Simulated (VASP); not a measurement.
# SnC2 (Pn-3m) in VASP: further runs, part 2 of 2

VASP 6.6.1. Earlier steps stand in the parts before.

**3. Single point, PBE**

This run uses another cell than the first one, of 18.63 Å³/atom, 1.211 times its volume.

The input, INCAR:

```
SYSTEM = SnC2
ALGO = Normal
EDIFF = 1E-7
ENCUT = 520
GGA = PE
ISIF = 2
ISMEAR = 0
LASPH = .TRUE.
LCHARG = .TRUE.
LELF = .TRUE.
LREAL = .FALSE.
LVHAR = .TRUE.
LWAVE = .FALSE.
NBANDS = 31
NELM = 80
PREC = Accurate
SIGMA = 0.1
```

The input, KPOINTS:

```
k-points
0
G
  4 4 4
  0 0 0
```

The input, POSCAR:

```
SnC2
1.0
    4.8170879525      0.0000000000      0.0000000000
    0.0000000000      4.8170879525      0.0000000000
    0.0000000000      0.0000000000      4.8170879525
Sn C
2 4
Direct
    0.0000000000      0.0000000000      0.0000000000
    0.5000000000      0.5000000000      0.5000000000
    0.2500000000      0.2500000000      0.2500000000
    0.2500000000      0.7500000000      0.7500000000
    0.7500000000      0.7500000000      0.2500000000
    0.7500000000      0.2500000000      0.7500000000
```

Potentials or basis: VASP PAW PBE potentials, release 64 (Sn_d, C).

Run with:

```
$ cat potpaw_PBE.64/Sn_d/POTCAR potpaw_PBE.64/C/POTCAR > POTCAR
$ mpirun -np 1 vasp_std > vasp.out
```

OUTCAR:

```text
SYSTEM = SnC2
   EDIFF = 1E-7
   ENCUT = 520
   GGA = PE
   ISIF = 2
   ISMEAR = 0
   LASPH = .TRUE.
   LREAL = .FALSE.
   NELM = 80
   PREC = Accurate

 ion  position               nearest neighbor table
   1  0.000  0.000  0.000-   3 2.09   4 2.09   5 2.09   6 2.09
   2  0.500  0.500  0.500-   3 2.09   4 2.09   5 2.09   6 2.09
   3  0.250  0.250  0.250-   1 2.09   2 2.09
   4  0.250  0.750  0.750-   1 2.09   2 2.09
   5  0.750  0.750  0.250-   1 2.09   2 2.09
   6  0.750  0.250  0.750-   1 2.09   2 2.09

  LATTYP: Found a simple cubic cell.
 ALAT       =     4.8170879525

  Lattice vectors:

 A1 = (   4.8170879525,   0.0000000000,   0.0000000000)
 A2 = (   0.0000000000,   4.8170879525,   0.0000000000)
 A3 = (   0.0000000000,   0.0000000000,   4.8170879525)

Analysis of symmetry for initial positions (statically):
=====================================================================
 Subroutine PRICEL returns:
 Original cell was already a primitive cell.

 Routine SETGRP: Setting up the symmetry group for a
 simple cubic supercell.

 Subroutine GETGRP returns: Found 48 space group operations
 (whereof 24 operations were pure point group operations)
 out of a pool of 48 trial point group operations.

The static configuration has the point symmetry T_d .
 The point group associated with its full space group is O_h .

Analysis of symmetry for dynamics (positions and initial velocities):
=====================================================================
 Subroutine PRICEL returns:
 Original cell was already a primitive cell.

 Routine SETGRP: Setting up the symmetry group for a
 simple cubic supercell.

 Subroutine GETGRP returns: Found 48 space group operations
 (whereof 24 operations were pure point group operations)
 out of a pool of 48 trial point group operations.

The dynamic configuration has the point symmetry T_d .
 The point group associated with its full space group is O_h .

[... 112 lines left out ...]
  volume/ion in A,a.u.               =      18.63       125.72
  Fermi-wavevector in a.u.,A,eV,Ry     =   1.199797  2.267288 19.585765  1.439513
  Thomas-Fermi vector in A             =   2.335650
   LORBIT       =      0    0 simple, 1 ext, 2 COOP (PROOUT), +10 PAW based schemes
   GGA     = PE    functional components
   LHFCALC =     F    Hartree Fock is set to
   AEXX    =    0.0000 exact exchange contribution
   IVDW    =     0    specifies the selected vdW correction
   LEPSILON=     F    determine dielectric tensor
   LRPA    =     F    only Hartree local field effects (RPA)
 non-spin polarized calculation
 Gauss-broadening in eV      SIGMA  =   0.10
  energy-cutoff  :      520.00
  volume of cell :      111.78
 maximum number of plane-waves:      3031
 NGX is ok and might be reduce to    36
   NGX = 17   NGY = 17   NGZ = 17

 number of electron      44.0000036 magnetization

 Free energy of the ion-electron system (eV)
  ---------------------------------------------------
  ext. energy  EPLUGINS =         0.00000000
  ---------------------------------------------------
  free energy    TOTEN  =       -26.11047357 eV

  energy without entropy =      -26.07161592  energy(sigma->0) =      -26.09104475

 E-fermi :   3.7224     XC(G=0):  -9.4449

 val. band max:        3.6692635543   @ k =   0.2500   0.2500   0.2500
 cond. band min:       3.7271987953   @ k =   0.2500   0.0000   0.0000
 fundamental gap:      0.0579352410
 Fermi energy:         3.7223953615

 k-point     1 :       0.0000    0.0000    0.0000
  band No.  band energies     occupation
      1     -17.4562      2.00000
      2     -17.4562      2.00000
      3     -17.4562      2.00000
      4     -17.4179      2.00000
      5     -17.4179      2.00000
      6     -17.4179      2.00000
[... 329 lines left out ...]
     30      10.1719      0.00000
     31      11.6188      0.00000

------------------------ aborting loop because EDIFF is reached ----------------------------------------

  FORCE on cell =-STRESS in cart. coord.  units (eV):
  Direction    XX          YY          ZZ          XY          YZ          ZX
  --------------------------------------------------------------------------------------
  -------------------------------------------------------------------------------------
  Total       -0.0778140     -0.0778140     -0.0778140     -0.0000000      0.0000000      0.0000000
  in kB       -1.1153590     -1.1153590     -1.1153590     -0.0000000      0.0000000      0.0000000
  external PRESSURE =      -1.1153590 kB  Pullay stress =       0.0000000 kB

 VOLUME and BASIS-vectors are now :
 -----------------------------------------------------------------------------
  energy-cutoff  :      520.00
  volume of cell :      111.78
      direct lattice vectors                 reciprocal lattice vectors
     4.817087952  0.000000000  0.000000000     0.207594300  0.000000000  0.000000000
     0.000000000  4.817087952  0.000000000     0.000000000  0.207594300  0.000000000
     0.000000000  0.000000000  4.817087952     0.000000000  0.000000000  0.207594300

 POSITION                                       TOTAL-FORCE (eV/Angst)
 -----------------------------------------------------------------------------------
      0.00000      0.00000      0.00000        -0.000000      0.000000     -0.000000
      2.40854      2.40854      2.40854         0.000000     -0.000000      0.000000
      1.20427      1.20427      1.20427         0.000000     -0.000000      0.000000
      1.20427      3.61282      3.61282        -0.000000      0.000000     -0.000000
      3.61282      3.61282      1.20427        -0.000000      0.000000      0.000000
      3.61282      1.20427      3.61282         0.000000      0.000000      0.000000
 -----------------------------------------------------------------------------------
    total drift:                                0.000000      0.000000      0.000000

  FREE ENERGIE OF THE ION-ELECTRON SYSTEM (eV)
  ---------------------------------------------------
  free  energy   TOTEN  =       -26.1104735676 eV

  energy  without entropy=      -26.0716159234  energy(sigma->0) =      -26.09104475
```

OSZICAR:

```text
N       E                     dE             d eps       ncg     rms          rms(c)
DAV:   1     0.413296241427E+03    0.41330E+03   -0.20870E+04   656   0.184E+03
DAV:   2     0.334420460538E+02   -0.37985E+03   -0.36646E+03   650   0.512E+02
DAV:   3    -0.243238776089E+02   -0.57766E+02   -0.56223E+02   757   0.162E+02
DAV:   4    -0.276967052979E+02   -0.33728E+01   -0.33051E+01   726   0.416E+01
DAV:   5    -0.278478113746E+02   -0.15111E+00   -0.15087E+00   829   0.849E+00    0.923E+00
DAV:   6    -0.262445219956E+02    0.16033E+01   -0.31847E+00   891   0.143E+01    0.454E+00
DAV:   7    -0.261244852754E+02    0.12004E+00   -0.74573E-01   940   0.446E+00    0.176E+00
DAV:   8    -0.261118178456E+02    0.12667E-01   -0.73779E-02   877   0.249E+00    0.237E-01
DAV:   9    -0.261102497736E+02    0.15681E-02   -0.10570E-02   898   0.109E+00    0.102E-01
DAV:  10    -0.261104388400E+02   -0.18907E-03   -0.14121E-03   839   0.243E-01    0.333E-02
DAV:  11    -0.261104788273E+02   -0.39987E-04   -0.17105E-04   877   0.133E-01    0.155E-02
DAV:  12    -0.261104742099E+02    0.46174E-05   -0.14177E-05   780   0.228E-02    0.439E-03
DAV:  13    -0.261104740272E+02    0.18273E-06   -0.11763E-06   780   0.591E-03    0.119E-03
DAV:  14    -0.261104735135E+02    0.51372E-06   -0.31895E-07   661   0.690E-03    0.103E-03
DAV:  15    -0.261104735676E+02   -0.54155E-07   -0.37804E-08   471   0.205E-03
   1 F= -.26110474E+02 E0= -.26091045E+02  d E =-.388576E-01
```

Wall time 28 s (1 thread of Intel Xeon Platinum 8559C (Emerald Rapids), shared host); peak memory 0.2 GiB.

Results:

```
Free energy            : -26.1105 eV
Pressure               : -0.1 GPa
Band gap on the k mesh : zero (band 22 reaches 4.68 eV, above the bottom of band 23 at 3.67 eV)
```

Levels at points of the mesh, in eV from the Fermi level:
| k point | band 19 | band 20 | band 21 | band 22 | band 23 | band 24 | band 25 | band 26 |
| --- | --- | --- | --- | --- | --- | --- | --- | --- |
| (0.00, 0.00, 0.00) | -1.99 | -1.99 | 0.11 | 0.11 | 0.11 | 1.13 | 1.13 | 1.13 |
| (0.50, 0.00, 0.00) | -1.10 | -1.10 | -0.80 | -0.80 | 0.24 | 0.24 | 0.25 | 0.25 |
| (0.50, 0.50, 0.00) | -1.82 | -1.82 | -0.96 | -0.96 | 0.36 | 0.36 | 0.96 | 0.96 |
| (0.50, 0.50, 0.50) | -0.45 | -0.45 | -0.45 | 0.96 | 0.96 | 0.96 | 1.00 | 1.00 |

Caveat: spin-orbit coupling is left out, which moves the levels of the heavy elements.

**4. Single point, PBE**

This run uses another cell than the first one, of 18.66 Å³/atom, 1.213 times its volume.

The input, INCAR:

```
ALGO     = Normal         # electronic algorithm
EDIFF    = 1E-7           # SCF threshold, eV
ENCUT    = 520            # plane-wave cutoff, eV
GGA      = PE             # functional
ISIF     = 2              # what is computed and relaxed
ISMEAR   = 0              # smearing method
LASPH    = T              # aspherical terms in the spheres
LCHARG   = F              # write CHGCAR
LREAL    = F              # projectors in reciprocal space
LWAVE    = F              # write WAVECAR
NBANDS   = 31             # bands
NELM     = 100            # most SCF steps
PREC     = Accurate       # precision mode
SIGMA    = 0.1            # smearing width, eV
```

The input, KPOINTS:

```
k-points
0
Gamma
  8 8 8
```

Edit POSCAR of step 3 so:

```diff
@@ -2,5 +2,5 @@
 1.0
-    4.8170879525      0.0000000000      0.0000000000
-    0.0000000000      4.8170879525      0.0000000000
-    0.0000000000      0.0000000000      4.8170879525
+    4.8193761133      0.0000000000      0.0000000000
+    0.0000000000      4.8193761133      0.0000000000
+    0.0000000000      0.0000000000      4.8193761133
 Sn C
```

Run with:

```
$ cat potpaw_PBE.64/Sn_d/POTCAR potpaw_PBE.64/C/POTCAR > POTCAR
$ mpirun -np 1 vasp_std > vasp.out
```

It took 69 s on 1 thread of Intel Xeon Platinum 8559C (Emerald Rapids), shared host; peak memory 0.25 GiB.

It converged, with:

| Item | Value |
| --- | --- |
| Free energy | -26.1381 eV |
| Pressure | -0.2 GPa |
| Band gap on the k mesh | zero (band 22 reaches 4.66 eV, above the bottom of band 23 at 3.62 eV) |

Levels at points of the mesh, in eV from the Fermi level:
```
           k point  band 19  band 20  band 21  band 22  band 23  band 24  band 25  band 26
(0.00, 0.00, 0.00)    -2.01    -2.01     0.09     0.09     0.09     1.10     1.10     1.10
(0.50, 0.00, 0.00)    -1.13    -1.13    -0.83    -0.83     0.22     0.22     0.22     0.22
(0.50, 0.50, 0.00)    -1.84    -1.84    -0.98    -0.98     0.33     0.33     0.93     0.93
(0.50, 0.50, 0.50)    -0.48    -0.48    -0.48     0.93     0.93     0.93     0.97     0.97
```

Caveat: spin-orbit coupling is left out, which moves the levels of the heavy elements.

**5. Relaxation of cell and atoms, PBE**

The input, INCAR:

```
PREC = Accurate
ENCUT = 600
EDIFF = 1E-6
ISMEAR = 0
SIGMA = 0.1
LREAL = F
LASPH = T
NELM = 60
ALGO = Normal
ISIF = 3
LWAVE = F
LCHARG = F
GGA = PE
IBRION = 2
NSW = 90
EDIFFG = -0.04
```

The input, KPOINTS:

```
Automatic mesh
0
Gamma
  4 4 4
```

Edit POSCAR of step 4 so:

```diff
@@ -2,5 +2,5 @@
 1.0
-    4.8193761133      0.0000000000      0.0000000000
-    0.0000000000      4.8193761133      0.0000000000
-    0.0000000000      0.0000000000      4.8193761133
+    4.5194405383      0.0000000000      0.0000000000
+    0.0000000000      4.5194405383      0.0000000000
+    0.0000000000      0.0000000000      4.5194405383
 Sn C
```

Run with:

```
$ cat potpaw_PBE.64/Sn_d/POTCAR potpaw_PBE.64/C/POTCAR > POTCAR
$ mpirun -np 1 vasp_std > vasp.out
```

It took 54 s on 1 thread of Intel Xeon Platinum 8559C (Emerald Rapids), shared host; peak memory 0.22 GiB.

It converged, with:

| Quantity | Value |
| --- | --- |
| Free energy | -26.1024 eV |
| Relaxed volume | 18.65 Å³/atom |
| Relaxed cell | a = 4.819 Å, b = 4.819 Å, c = 4.819 Å, α = 90.00°, β = 90.00°, γ = 90.00° |
| Space group after relaxing (to 0.05 Å) | Pn-3m (No. 224) |
| Energy gained by relaxing | 228.5 meV/atom |
| Ionic steps | 3 |
| Pressure after relaxing | -0.2 GPa |
| Band gap on the k mesh | zero (band 22 reaches 4.67 eV, above the bottom of band 23 at 3.66 eV) |

Step by step:
| step | energy change (eV) | largest force (eV/Å) | pressure (GPa) | volume (Å³) |
| --- | --- | --- | --- | --- |
| 1 | 0.0000 | 0.0000 | 26.89 | 92.31 |
| 2 | -0.6543 | 0.0000 | -9.69 | 131.28 |
| 3 | -1.3709 | 0.0000 | -0.22 | 111.91 |

Final structure:
```cif
data_structure
_symmetry_space_group_name_H-M 'P 1'
_symmetry_Int_Tables_number 1
_cell_length_a 4.8190
_cell_length_b 4.8190
_cell_length_c 4.8190
_cell_angle_alpha 90.000
_cell_angle_beta 90.000
_cell_angle_gamma 90.000
_cell_volume 111.91
loop_
_atom_site_label
_atom_site_type_symbol
_atom_site_fract_x
_atom_site_fract_y
_atom_site_fract_z
_atom_site_occupancy
Sn1 Sn 0.00000 0.00000 0.00000 1
Sn2 Sn 0.50000 0.50000 0.50000 1
C1 C 0.25000 0.25000 0.25000 1
C2 C 0.25000 0.75000 0.75000 1
C3 C 0.75000 0.75000 0.25000 1
C4 C 0.75000 0.25000 0.75000 1
```

Levels at points of the mesh, in eV from the Fermi level:
```csv
k point,band 18,band 19,band 20,band 21,band 22,band 23,band 24,band 25,band 26
"(0.00, 0.00, 0.00)",-2.96,-1.98,-1.98,0.11,0.11,0.11,1.13,1.13,1.13
"(0.50, 0.00, 0.00)",-3.19,-1.10,-1.10,-0.80,-0.80,0.24,0.24,0.25,0.25
"(0.50, 0.50, 0.00)",-2.92,-1.81,-1.81,-0.96,-0.96,0.36,0.36,0.96,0.96
"(0.50, 0.50, 0.50)",-4.40,-0.45,-0.45,-0.45,0.95,0.95,0.95,1.00,1.00
```

Caveat: the volume moved by over 15 % at a fixed basis, so the end points are rough; spin-orbit coupling is left out, which moves the levels of the heavy elements.

**6. Overview**

```csv
task,cell,k mesh,cutoff (eV),gap on the mesh (eV),pressure (GPa)
single point,"a = 4.519 Å, 6 atoms",4 × 4 × 4,520,none,26.9
single point,"a = 4.817 Å, 6 atoms",4 × 4 × 4,520,none,-0.1
single point,"a = 4.819 Å, 6 atoms",8 × 8 × 8,520,none,-0.2
relaxation of cell and atoms,"relaxed from a = 4.519 Å, 6 atoms",4 × 4 × 4,600,none,-0.2
```

Alike in all rows: level PBE; potentials or basis VASP PAW PBE potentials, release 64 (Sn_d, C); no spin polarisation; smearing gaussian 0.1 eV.

Caveats: spin-orbit coupling is left out, which moves the levels of the heavy elements; the volume moved by over 15 % at a fixed basis, so the end points are rough (some runs).

Total energies depend on the potentials used, so only differences within one code and one set of settings carry meaning.
